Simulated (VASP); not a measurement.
# BiTe (Fm-3m) in VASP: settings compared

Aim: see how the results for BiTe move with the level of theory and the settings. Levels: RPBE+D3(BJ), PBEsol+D3(BJ), PBEsol+D4. Tasks: single point.

Program: VASP 6.6.1. These are calculated values, not measurements. Logs are shortened: lines on timing, memory, paths and dates and some standing lists are left out, and cuts for length are marked.

### Step 1. The cell of the first run

Symmetry: Fm-3m, No. 225, cubic system. Conventional cell: a = 5.957 Å, b = 5.957 Å, c = 5.957 Å, α = 90.00°, β = 90.00°, γ = 90.00°. Within 3.9 Å of Bi (site symmetry m-3m) lie 6 Te at 2.98 Å. Within 3.9 Å of Te (site symmetry m-3m) lie 6 Bi at 2.98 Å.

### Step 2. Single point, RPBE+D3(BJ)

File INCAR:

```
SYSTEM = BiTe
ALGO     = Normal         ! electronic algorithm
EDIFF    = 1E-6           ! SCF threshold, eV
ENCUT    = 520            ! plane-wave cutoff, eV
GGA      = RP             ! functional
ISIF     = 2              ! what is computed and relaxed
ISMEAR   = -1             ! smearing method
IVDW     = 12             ! dispersion correction
LASPH    = .TRUE.         ! aspherical terms in the spheres
LCHARG   = .FALSE.        ! write CHGCAR
LREAL    = .FALSE.        ! projectors in reciprocal space
LWAVE    = .FALSE.        ! write WAVECAR
NBANDS   = 18             ! bands
NELM     = 80             ! most SCF steps
PREC     = Accurate       ! precision mode
SIGMA    = 0.05           ! smearing width, eV
```

File KPOINTS:

```
k-points
0
G
  7 7 7
  0 0 0
```

File POSCAR:

```
BiTe
1.0
    0.0000000000      2.9784278773      2.9784278773
    2.9784278773      0.0000000000      2.9784278773
    2.9784278773      2.9784278773      0.0000000000
Bi Te
1 1
Direct
    0.0000000000      0.0000000000      0.0000000000
    0.5000000000      0.5000000000      0.5000000000
```

Potentials or basis: VASP PAW PBE potentials, release 64 (Bi_d, Te).

Launch:

```console
$ cat potpaw_PBE.64/Bi_d/POTCAR potpaw_PBE.64/Te/POTCAR > POTCAR
$ mpirun -np 1 vasp_std > vasp.out
```

OUTCAR:

```text
SYSTEM = BiTe
   EDIFF = 1E-6
   ENCUT = 520
   GGA = RP
   ISIF = 2
   ISMEAR = -1
   IVDW = 12
   LASPH = .TRUE.
   LREAL = .FALSE.
   NELM = 80
   PREC = Accurate
 IVDW          = 12

 ion  position               nearest neighbor table
   1  0.000  0.000  0.000-   2 2.98   2 2.98   2 2.98   2 2.98   2 2.98   2 2.98
   2  0.500  0.500  0.500-   1 2.98   1 2.98   1 2.98   1 2.98   1 2.98   1 2.98

  LATTYP: Found a face centered cubic cell.
 ALAT       =     5.9568557546

  Lattice vectors:

 A1 = (   0.0000000000,   2.9784278773,   2.9784278773)
 A2 = (   2.9784278773,   0.0000000000,   2.9784278773)
 A3 = (   2.9784278773,   2.9784278773,   0.0000000000)

Analysis of symmetry for initial positions (statically):
=====================================================================
 Subroutine PRICEL returns:
 Original cell was already a primitive cell.

 Routine SETGRP: Setting up the symmetry group for a
 face centered cubic supercell.

 Subroutine GETGRP returns: Found 48 space group operations
 (whereof 48 operations were pure point group operations)
 out of a pool of 48 trial point group operations.

The static configuration has the point symmetry O_h .

Analysis of symmetry for dynamics (positions and initial velocities):
=====================================================================
 Subroutine PRICEL returns:
 Original cell was already a primitive cell.

 Routine SETGRP: Setting up the symmetry group for a
 face centered cubic supercell.

 Subroutine GETGRP returns: Found 48 space group operations
 (whereof 48 operations were pure point group operations)
 out of a pool of 48 trial point group operations.

The dynamic configuration has the point symmetry O_h .

 Subroutine INISYM returns: Found 48 space group operations
 (whereof 48 operations are pure point group operations),
 and found     1 'primitive' translations

----------------------------------------------------------------------------------------

                                     Primitive cell

  volume of cell :      52.8435

  direct lattice vectors                    reciprocal lattice vectors
     0.000000000  2.978427877  2.978427877    -0.167873798  0.167873798  0.167873798
     2.978427877  0.000000000  2.978427877     0.167873798 -0.167873798  0.167873798
     2.978427877  2.978427877  0.000000000     0.167873798  0.167873798 -0.167873798

  length of vectors
     4.212133099  4.212133099  4.212133099     0.290765947  0.290765947  0.290765947

  position of ions in fractional coordinates (direct lattice)
     0.000000000  0.000000000  0.000000000
     0.500000000  0.500000000  0.500000000

  ion indices of the primitive-cell ions
   primitive index   ion index
                 1           1
                 2           2

----------------------------------------------------------------------------------------

 KPOINTS: k-points

Automatic generation of k-mesh.
 Grid dimensions read from file:
 generate k-points for:    7    7    7

 Generating k-lattice:

  Cartesian coordinates                     Fractional coordinates (reciprocal lattice)
    -0.023981971  0.023981971  0.023981971     0.142857143  0.000000000  0.000000000
     0.023981971 -0.023981971  0.023981971     0.000000000  0.142857143  0.000000000
     0.023981971  0.023981971 -0.023981971     0.000000000  0.000000000  0.142857143

  Length of vectors
     0.041537992  0.041537992  0.041537992

  Shift w.r.t. Gamma in fractional coordinates (k-lattice)
     0.000000000  0.000000000  0.000000000

 Subroutine IBZKPT returns following result:
 ===========================================

 Found     20 irreducible k-points:

 Following reciprocal coordinates:
            Coordinates               Weight
  0.000000  0.000000  0.000000      1.000000
  0.142857  0.000000  0.000000      8.000000
  0.285714  0.000000  0.000000      8.000000
  0.428571  0.000000  0.000000      8.000000
  0.142857  0.142857  0.000000      6.000000
  0.285714  0.142857  0.000000     24.000000
[... 12 lines left out ...]
 -0.428571  0.428571  0.142857     24.000000
 -0.285714  0.428571  0.142857     24.000000
   k-points           NKPTS =     20   k-points in BZ     NKDIM =     20   number of bands    NBANDS=     18
   number of dos      NEDOS =    301   number of ions     NIONS =      2
   total plane-waves  NPLWV =  32768
   dimension x,y,z NGX =    32 NGY =   32 NGZ =   32
   dimension x,y,z NGXF=    64 NGYF=   64 NGZF=   64
   ions per type =               1   1
   NGX,Y,Z   is equivalent  to a cutoff of  12.63, 12.63, 12.63 a.u.
   NGXF,Y,Z  is equivalent  to a cutoff of  25.26, 25.26, 25.26 a.u.
 SYSTEM =  BiTe
   PREC   = accura    normal or accurate (medium, high low for compatibility)
   ISTART =      0    job   : 0-new  1-cont  2-samecut
   ICHARG =      2    charge: 1-file 2-atom 10-const
   ISPIN  =      1    spin polarized calculation?
   LNONCOLLINEAR =      F non collinear calculations
   LSORBIT =      F    spin-orbit coupling
   LASPH  =      T    aspherical Exc in radial PAW
   ENCUT  =  520.0 eV  38.22 Ry    6.18 a.u.   7.83  7.83  7.83*2*pi/ulx,y,z
   NELM   =     80;   NELMIN=  2; NELMDL= -5     # of ELM steps
   EDIFF  = 0.1E-05   stopping-criterion for ELM
   LREAL  =      F    real-space projection
   EDIFFG = 0.1E-04   stopping-criterion for IOM
   NSW    =      0    number of steps for IOM
   IBRION =     -1    ionic relax: 0-MD 1-quasi-New 2-CG
   NFREE  =      0    steps in history (QN), initial steepest desc. (CG)
   ISIF   =      2    stress and relaxation
   ISYM   =      2    0-nonsym 1-usesym 2-fastsym
   POTIM  = 0.5000    time-step for ionic-motion
   TEBEG  =    0.0;   TEEND  =   0.0 temperature during run
   PSTRESS=    0.0 pullay stress
   NELECT =      21.0000    total number of electrons
   NUPDOWN=      -1.0000    fix difference up-down
   EMIN   =  10.00;   EMAX   =-10.00  energy-range for DOS
   EFERMI =   0.00;   METHOD = LEGACY
   ISMEAR =    -1;   SIGMA  =   0.05  broadening in eV -4-tet -1-fermi 0-gaus
   EFERMI_NEDOS =   21; number of points for ismear=-14 and -15
   IALGO  =     38    algorithm
   IMIX   =      4    mixing-type and parameters
     AMIX     =   0.40;   BMIX     =  1.00
     AMIX_MAG =   1.60;   BMIX_MAG =  1.00
  volume/ion in A,a.u.               =      26.42       178.30
  Fermi-wavevector in a.u.,A,eV,Ry     =   1.203606  2.274485 19.710301  1.448666
  Thomas-Fermi vector in A             =   2.339354
   LORBIT       =      0    0 simple, 1 ext, 2 COOP (PROOUT), +10 PAW based schemes
   GGA     = RP    functional components
   LHFCALC =     F    Hartree Fock is set to
   AEXX    =    0.0000 exact exchange contribution
   IVDW    =    12    specifies the selected vdW correction
   LEPSILON=     F    determine dielectric tensor
   LRPA    =     F    only Hartree local field effects (RPA)
 non-spin polarized calculation
  energy-cutoff  :      520.00
  volume of cell :       52.84
 maximum number of plane-waves:      1436
   NGX = 15   NGY = 15   NGZ = 15

 number of electron      21.0000006 magnetization

 Free energy of the ion-electron system (eV)
  ---------------------------------------------------
  ext. energy  EPLUGINS =         0.00000000
  ---------------------------------------------------
  free energy    TOTEN  =        -5.38365092 eV

  energy without entropy =       -5.37272487  energy(sigma->0) =       -5.37818789

 E-fermi :  10.2827     XC(G=0): -10.5105

 val. band max:       10.2706806943   @ k =  -0.1429   0.1429   0.0000
 cond. band min:      10.3903807547   @ k =   0.2857   0.0000   0.0000
 fundamental gap:      0.1197000603
 Fermi energy:        10.2826590428

 k-point     1 :       0.0000    0.0000    0.0000
  band No.  band energies     occupation
      1     -13.2884      2.00000
      2     -13.2884      2.00000
      3     -13.2683      2.00000
      4     -13.2683      2.00000
      5     -13.2683      2.00000
      6      -5.3989      2.00000
[... 10 lines left out ...]
     17      15.9205      0.00000
     18      17.0173      0.00000

 k-point     2 :       0.1429    0.0000    0.0000
  band No.  band energies     occupation
      1     -13.2911      2.00000
      2     -13.2911      2.00000
      3     -13.2676      2.00000
      4     -13.2651      2.00000
      5     -13.2651      2.00000
      6      -5.1527      2.00000
[... 10 lines left out ...]
     17      17.6065      0.00000
     18      18.3116      0.00000

 k-point     3 :       0.2857    0.0000    0.0000
  band No.  band energies     occupation
      1     -13.2982      2.00000
      2     -13.2982      2.00000
      3     -13.2662      2.00000
      4     -13.2568      2.00000
      5     -13.2568      2.00000
      6      -4.4213      2.00000
[... 10 lines left out ...]
     17      20.7459      0.00000
     18      20.8571      0.00000

 k-point     4 :       0.4286    0.0000    0.0000
  band No.  band energies     occupation
      1     -13.3044      2.00000
      2     -13.3044      2.00000
      3     -13.2652      2.00000
      4     -13.2498      2.00000
      5     -13.2498      2.00000
      6      -3.2428      2.00000
[... 291 lines left out ...]
      4     -13.2535      2.00000
      5     -13.2444      2.00000
      6      -2.7342      2.00000
[... 10 lines left out ...]
     17      19.9702      0.00000
     18      21.4913      0.00000

 k-point    19 :      -0.4286    0.4286    0.1429
  band No.  band energies     occupation
      1     -13.3313      2.00000
      2     -13.2840      2.00000
      3     -13.2718      2.00000
      4     -13.2464      2.00000
      5     -13.2390      2.00000
      6      -2.6336      2.00000
[... 10 lines left out ...]
     17      20.3969      0.00000
     18      21.2079      0.00000

 k-point    20 :      -0.2857    0.4286    0.1429
  band No.  band energies     occupation
      1     -13.3251      2.00000
      2     -13.2906      2.00000
      3     -13.2629      2.00000
      4     -13.2545      2.00000
      5     -13.2392      2.00000
      6      -2.0243      2.00000
[... 10 lines left out ...]
     17      20.3878      0.00000
     18      21.6442      0.00000

------------------------ aborting loop because EDIFF is reached ----------------------------------------

 Edisp (eV)   -5.84187

 E8    (eV) :    -3.9796

  FORCE on cell =-STRESS in cart. coord.  units (eV):
  Direction    XX          YY          ZZ          XY          YZ          ZX
  --------------------------------------------------------------------------------------
  -------------------------------------------------------------------------------------
  Total      -0.02865    -0.02865    -0.02865    -0.00000     0.00000    -0.00000
  in kB      -0.86876    -0.86876    -0.86876    -0.00000     0.00000    -0.00000
  external pressure =       -0.87 kB  Pullay stress =        0.00 kB

 VOLUME and BASIS-vectors are now :
 -----------------------------------------------------------------------------
  energy-cutoff  :      520.00
  volume of cell :       52.84
      direct lattice vectors                 reciprocal lattice vectors
     0.000000000  2.978427877  2.978427877    -0.167873798  0.167873798  0.167873798
     2.978427877  0.000000000  2.978427877     0.167873798 -0.167873798  0.167873798
     2.978427877  2.978427877  0.000000000     0.167873798  0.167873798 -0.167873798

 POSITION                                       TOTAL-FORCE (eV/Angst)
 -----------------------------------------------------------------------------------
      0.00000      0.00000      0.00000         0.000000      0.000000      0.000000
      2.97843      2.97843      2.97843        -0.000000     -0.000000      0.000000
 -----------------------------------------------------------------------------------
    total drift:                                0.000000     -0.000000     -0.000000

  FREE ENERGIE OF THE ION-ELECTRON SYSTEM (eV)
  ---------------------------------------------------
  free  energy   TOTEN  =       -11.2255258345 eV

  energy  without entropy=      -11.2145997813  energy(sigma->0) =      -11.22006281
```

Wall time 18 s (1 thread of Intel Xeon Platinum 8175M at 2.50GHz (Skylake/Cascade Lake), shared host); peak memory 0.18 GiB.

Results:

- Free energy: -11.2255 eV
- Pressure: -0.1 GPa
- Dispersion energy per atom: -2.921 eV

Caveat: the PAW data sets were made with another functional, which shifts forces and pressure a little; spin-orbit coupling is left out, which moves the levels of the heavy elements; pairwise dispersion overbinds metals, which lowers pressure and volume.

### Step 3. Single point, PBEsol+D3(BJ)

This run uses another cell than the first one, of 31.47 Å³/atom, 1.191 times its volume.

File INCAR:

```
SYSTEM = BiTe
  ALGO = Normal
  EDIFF = 1E-6
  ENCUT = 520
  GGA = PS
  ISIF = 2
  ISMEAR = -1
  IVDW = 12
  LASPH = .TRUE.
  LCHARG = .TRUE.
  LELF = .TRUE.
  LREAL = .FALSE.
  LVHAR = .TRUE.
  LWAVE = .FALSE.
  NBANDS = 18
  NELM = 100
  PREC = Accurate
  SIGMA = 0.05
```

KPOINTS is that of step 2.

File POSCAR:

```
BiTe
1.0
    0.0000000000      3.1570919011      3.1570919011
    3.1570919011      0.0000000000      3.1570919011
    3.1570919011      3.1570919011      0.0000000000
Bi Te
1 1
Direct
    0.0000000000      0.0000000000      0.0000000000
    0.5000000000      0.5000000000      0.5000000000
```

Potentials or basis: VASP PAW PBE potentials, release 64 (Bi_d, Te).

Launch:

```console
$ cat potpaw_PBE.64/Bi_d/POTCAR potpaw_PBE.64/Te/POTCAR > POTCAR
$ mpirun -np 1 vasp_std > vasp.out
```

It took 26 s on 1 thread of Intel Xeon Platinum 8175M at 2.50GHz (Skylake/Cascade Lake), shared host; peak memory 0.21 GiB.

It converged, with:

```
Free energy                : -8.9066 eV
Pressure                   : 0.0 GPa
Dispersion energy per atom : -0.479 eV
```

Levels at points of the mesh, in eV from the Fermi level:
```csv
k point,band 6,band 7,band 8,band 9,band 10,band 11,band 12,band 13,band 14,band 15
"(0.00, 0.00, 0.00)",-14.11,-7.90,-2.78,-2.78,-2.78,2.26,2.26,2.26,4.47,4.47
```

Caveat: the PAW data sets were made with another functional, which shifts forces and pressure a little; spin-orbit coupling is left out, which moves the levels of the heavy elements; pairwise dispersion overbinds metals, which lowers pressure and volume.

### Step 4. Single point, PBEsol+D4

This run uses another cell than the first one, of 32.01 Å³/atom, 1.212 times its volume.

File INCAR:

```
SYSTEM = BiTe
  PREC = Accurate
  ENCUT = 520
  EDIFF = 1E-6
  ISMEAR = -1
  SIGMA = 0.05
  LREAL = .FALSE.
  LASPH = .TRUE.
  NELM = 100
  ALGO = Normal
  ISIF = 2
  LWAVE = .FALSE.
  LCHARG = .TRUE.
  GGA = PS
  IVDW = 13
  LELF = .TRUE.
  LVHAR = .TRUE.
  NBANDS = 18
```

File KPOINTS:

```
Automatic mesh
0
G
  7 7 7
  0 0 0
```

File POSCAR:

```
BiTe
1.0
    0.0000000000      3.1751698774      3.1751698774
    3.1751698774      0.0000000000      3.1751698774
    3.1751698774      3.1751698774      0.0000000000
Bi Te
1 1
Direct
    0.0000000000      0.0000000000      0.0000000000
    0.5000000000      0.5000000000      0.5000000000
```

Launch:

```console
$ cat potpaw_PBE.64/Bi_d/POTCAR potpaw_PBE.64/Te/POTCAR > POTCAR
$ mpirun -np 1 vasp_std > vasp.out
```

Run time: 28 s. Hardware: 1 thread of Intel Xeon Platinum 8175M at 2.50GHz (Skylake/Cascade Lake), shared host; peak memory 0.2 GiB.

Results (log left out):

* Free energy: -8.5608 eV
* Pressure: 0.0 GPa
* Dispersion energy per atom: -0.299 eV

Levels at points of the mesh, in eV from the Fermi level:
| k point | band 7 | band 8 | band 9 | band 10 | band 11 | band 12 | band 13 | band 14 |
| --- | --- | --- | --- | --- | --- | --- | --- | --- |
| (0.00, 0.00, 0.00) | -7.96 | -2.72 | -2.72 | -2.72 | 2.23 | 2.23 | 2.23 | 4.51 |

Caveat: the PAW data sets were made with another functional, which shifts forces and pressure a little; spin-orbit coupling is left out, which moves the levels of the heavy elements; pairwise dispersion overbinds metals, which lowers pressure and volume.

### Step 5. Overview

| level | cell | gap on the mesh (eV) | pressure (GPa) |
| --- | --- | --- | --- |
| RPBE+D3(BJ) | a = 4.212 Å, angles 60.0°, 2 atoms | none | -0.1 |
| PBEsol+D3(BJ) | a = 4.465 Å, angles 60.0°, 2 atoms | none | 0.0 |
| PBEsol+D4 | a = 4.490 Å, angles 60.0°, 2 atoms | none | 0.0 |

Alike in all rows: task single point; potentials or basis VASP PAW PBE potentials, release 64 (Bi_d, Te); no spin polarisation; k mesh 7 × 7 × 7; cutoff (eV) 520; smearing fermi-dirac 0.05 eV.

Caveats: the PAW data sets were made with another functional, which shifts forces and pressure a little; spin-orbit coupling is left out, which moves the levels of the heavy elements; pairwise dispersion overbinds metals, which lowers pressure and volume.

Absolute energies hang on the potentials; compare differences alone.
